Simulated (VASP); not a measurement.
# Ga3Se (Pm-3m) in VASP: notebook, part 2 of 2

VASP 6.6.1.

## Step 4: Single point, PBE, non-collinear spin, zero start, spin-orbit coupling

Contents of INCAR:

```
SYSTEM = Ga3Se
PREC = Accurate
ENCUT = 520
EDIFF = 1E-6
ISMEAR = 0
SIGMA = 0.1
LREAL = .FALSE.
LASPH = .TRUE.
NELM = 150
ALGO = Normal
ISIF = 2
LWAVE = .FALSE.
LCHARG = .TRUE.
LNONCOLLINEAR = .TRUE.
MAGMOM = 0 0 0 0 0 0 0 0 0 0 0 0
LORBIT = 11
LSORBIT = .TRUE.
GGA_COMPAT = .FALSE.
LORBMOM = .TRUE.
GGA = PE
LVHAR = .TRUE.
NBANDS = 59
```

Contents of KPOINTS:

```
Automatic mesh
0
G
  5 5 5
  0 0 0
```

Contents of POSCAR:

```
Ga3Se
1.0
    4.4324650000      0.0000000000      0.0000000000
    0.0000000000      4.4324650000      0.0000000000
    0.0000000000      0.0000000000      4.4324650000
Se Ga
1 3
Direct
    0.0000000000      0.0000000000      0.0000000000
    0.5000000000      0.5000000000      0.0000000000
    0.5000000000      0.0000000000      0.5000000000
    0.0000000000      0.5000000000      0.5000000000
```

Potentials or basis: VASP PAW PBE potentials, release 64 (Se, Ga_d).

Command:

```sh
cat potpaw_PBE.64/Se/POTCAR potpaw_PBE.64/Ga_d/POTCAR > POTCAR
mpirun -np 1 vasp_ncl > vasp.out
```

OUTCAR:

```text
SYSTEM = Ga3Se
   PREC = Accurate
   ENCUT = 520
   EDIFF = 1E-6
   ISMEAR = 0
   LREAL = .FALSE.
   LASPH = .TRUE.
   NELM = 150
   ISIF = 2
   LNONCOLLINEAR = .TRUE.
   LORBIT = 11
   LSORBIT = .TRUE.
   GGA = PE

 ion  position               nearest neighbor table
   1  0.000  0.000  0.000-
   2  0.500  0.500  0.000-
   3  0.500  0.000  0.500-
   4  0.000  0.500  0.500-

  LATTYP: Found a simple cubic cell.
 ALAT       =     4.4324650000

  Lattice vectors:

 A1 = (   4.4324650000,   0.0000000000,   0.0000000000)
 A2 = (   0.0000000000,   4.4324650000,   0.0000000000)
 A3 = (   0.0000000000,   0.0000000000,   4.4324650000)

Analysis of symmetry for initial positions (statically):
=====================================================================
 Subroutine PRICEL returns:
 Original cell was already a primitive cell.

 Routine SETGRP: Setting up the symmetry group for a
 simple cubic supercell.

 Subroutine GETGRP returns: Found 48 space group operations
 (whereof 48 operations were pure point group operations)
 out of a pool of 48 trial point group operations.

The static configuration has the point symmetry O_h .

Analysis of symmetry for dynamics (positions and initial velocities):
=====================================================================
 Subroutine PRICEL returns:
 Original cell was already a primitive cell.

 Routine SETGRP: Setting up the symmetry group for a
 simple cubic supercell.

 Subroutine GETGRP returns: Found 48 space group operations
 (whereof 48 operations were pure point group operations)
 out of a pool of 48 trial point group operations.

The dynamic configuration has the point symmetry O_h .

Analysis of structural, dynamic, and magnetic symmetry:
=====================================================================
 Subroutine PRICEL returns:
 Original cell was already a primitive cell.

 Routine SETGRP: Setting up the symmetry group for a
 simple cubic supercell.

 Subroutine GETGRP returns: Found 48 space group operations
 (whereof 48 operations were pure point group operations)
 out of a pool of 48 trial point group operations.

The overall configuration has the point symmetry O_h .

 Subroutine INISYM returns: Found 48 space group operations
 (whereof 48 operations are pure point group operations),
 and found     1 'primitive' translations

----------------------------------------------------------------------------------------

                                     Primitive cell

  volume of cell :      87.0835

  direct lattice vectors                    reciprocal lattice vectors
     4.432465000  0.000000000  0.000000000     0.225608098  0.000000000  0.000000000
     0.000000000  4.432465000  0.000000000     0.000000000  0.225608098  0.000000000
     0.000000000  0.000000000  4.432465000     0.000000000  0.000000000  0.225608098

  length of vectors
     4.432465000  4.432465000  4.432465000     0.225608098  0.225608098  0.225608098
[... 737 lines left out ...]
  -------------------------------------------------------------------------------------
  Total       -0.0849238     -0.0849238     -0.0849238     -0.0000000     -0.0000000     -0.0000000
  in kB       -1.5624420     -1.5624420     -1.5624420     -0.0000000     -0.0000000     -0.0000000
  external PRESSURE =      -1.5624420 kB  Pullay stress =       0.0000000 kB

 VOLUME and BASIS-vectors are now :
 -----------------------------------------------------------------------------
  energy-cutoff  :      520.00
  volume of cell :       87.08
      direct lattice vectors                 reciprocal lattice vectors
     4.432465000  0.000000000  0.000000000     0.225608098  0.000000000  0.000000000
     0.000000000  4.432465000  0.000000000     0.000000000  0.225608098  0.000000000
     0.000000000  0.000000000  4.432465000     0.000000000  0.000000000  0.225608098

 POSITION                                       TOTAL-FORCE (eV/Angst)
 -----------------------------------------------------------------------------------
      0.00000      0.00000      0.00000         0.000000      0.000000      0.000000
      2.21623      2.21623      0.00000         0.000000      0.000000      0.000000
      2.21623      0.00000      2.21623         0.000000      0.000000      0.000000
      0.00000      2.21623      2.21623         0.000000      0.000000      0.000000
 -----------------------------------------------------------------------------------
    total drift:                                0.000000      0.000000      0.000000

  FREE ENERGIE OF THE ION-ELECTRON SYSTEM (eV)
  ---------------------------------------------------
  free  energy   TOTEN  =       -12.3833790736 eV

  energy  without entropy=      -12.3624462170  energy(sigma->0) =      -12.37291265

 orbital moment (x)

 # of ion     p       d       tot
 ----------------------------------------
  1         0.000   0.000   0.000
  2        -0.000   0.000   0.000
  3         0.000  -0.000   0.000
  4        -0.000   0.000   0.000
 ----------------------------------------
            0.000   0.000   0.000

 orbital moment (y)

 # of ion     p       d       tot
 ----------------------------------------
  1         0.000   0.000   0.000
  2        -0.000  -0.000  -0.000
  3         0.000  -0.000  -0.000
  4         0.000  -0.000  -0.000
 ----------------------------------------
            0.000  -0.000   0.000

 orbital moment (z)

 # of ion     p       d       tot
 ----------------------------------------
  1         0.000   0.000   0.000
  2        -0.000   0.000  -0.000
  3        -0.000   0.000  -0.000
  4         0.000   0.000   0.000
 ----------------------------------------
           -0.000   0.000  -0.000

 Spin-Orbit-Coupling matrix elements

 Ion:    1  E_soc:     -0.0453373
 l=   1
     0.0000000    -0.0075606    -0.0075606
    -0.0075606     0.0000000    -0.0075606
    -0.0075606    -0.0075606     0.0000000
 l=   2
     0.0000000     0.0000024     0.0000000     0.0000024     0.0000019
     0.0000024     0.0000000     0.0000014     0.0000024     0.0000005
     0.0000000     0.0000014     0.0000000     0.0000014     0.0000000
     0.0000024     0.0000024     0.0000014     0.0000000     0.0000005
     0.0000019     0.0000005     0.0000000     0.0000005     0.0000000
 l=   3
     0.0000000     0.0000000     0.0000000     0.0000000     0.0000000     0.0000000     0.0000000
     0.0000000     0.0000000     0.0000000     0.0000000     0.0000000     0.0000000     0.0000000
     0.0000000     0.0000000     0.0000000     0.0000000     0.0000000     0.0000000     0.0000000
     0.0000000     0.0000000     0.0000000     0.0000000     0.0000000     0.0000000     0.0000000
[... 49 lines left out ...]
 l=   2
     0.0000000    -0.0001666     0.0000000    -0.0001613    -0.0006578
    -0.0001666     0.0000000    -0.0004963    -0.0001666    -0.0001654
     0.0000000    -0.0004963     0.0000000    -0.0004910     0.0000000
    -0.0001613    -0.0001666    -0.0004910     0.0000000    -0.0001668
    -0.0006578    -0.0001654     0.0000000    -0.0001668     0.0000000
 l=   3
     0.0000000     0.0000000     0.0000000     0.0000000     0.0000000     0.0000000     0.0000000
     0.0000000     0.0000000     0.0000000     0.0000000     0.0000000     0.0000000     0.0000000
     0.0000000     0.0000000     0.0000000     0.0000000     0.0000000     0.0000000     0.0000000
     0.0000000     0.0000000     0.0000000     0.0000000     0.0000000     0.0000000     0.0000000
     0.0000000     0.0000000     0.0000000     0.0000000     0.0000000     0.0000000     0.0000000
     0.0000000     0.0000000     0.0000000     0.0000000     0.0000000     0.0000000     0.0000000
     0.0000000     0.0000000     0.0000000     0.0000000     0.0000000     0.0000000     0.0000000

 total charge

# of ion       s       p       d       tot
------------------------------------------
    1        1.497   2.214   0.027   3.738
    2        1.133   0.361   9.946  11.440
    3        1.133   0.361   9.946  11.440
    4        1.133   0.361   9.946  11.440
--------------------------------------------------
tot          4.898   3.296  29.866  38.060

 magnetization (x)

# of ion       s       p       d       tot
------------------------------------------
    1       -0.000  -0.000  -0.000  -0.000
    2       -0.000   0.000   0.000  -0.000
    3       -0.000  -0.000   0.000  -0.000
    4       -0.000  -0.000  -0.000  -0.000
--------------------------------------------------
tot         -0.000  -0.000  -0.000  -0.000

 magnetization (y)

# of ion       s       p       d       tot
------------------------------------------
    1        0.000  -0.000  -0.000  -0.000
    2       -0.000   0.000  -0.000  -0.000
    3       -0.000   0.000   0.000   0.000
    4       -0.000   0.000   0.000  -0.000
--------------------------------------------------
tot         -0.000   0.000  -0.000   0.000

 magnetization (z)

# of ion       s       p       d       tot
------------------------------------------
    1       -0.000  -0.000   0.000  -0.000
    2       -0.000  -0.000   0.000  -0.000
    3        0.000  -0.000   0.000   0.000
    4       -0.000   0.000   0.000   0.000
--------------------------------------------------
tot          0.000  -0.000   0.000  -0.000
```

It took 53 s on 1 thread of Intel Xeon 6975P-C (Granite Rapids), shared host; peak memory 0.42 GiB.

Results:

| Item | Value |
| --- | --- |
| Free energy | -12.3834 eV |
| Pressure | -0.2 GPa |
| Net moment | 0.00 μB per cell |
| Valence electrons inside the program's atomic spheres | Se 3.74; Ga 11.44 |

Moments on the atoms (μB; x, y, z):
```
Se  0.00 0.00 0.00
Ga  0.00 0.00 0.00
Ga  0.00 0.00 0.00
Ga  0.00 0.00 0.00
```
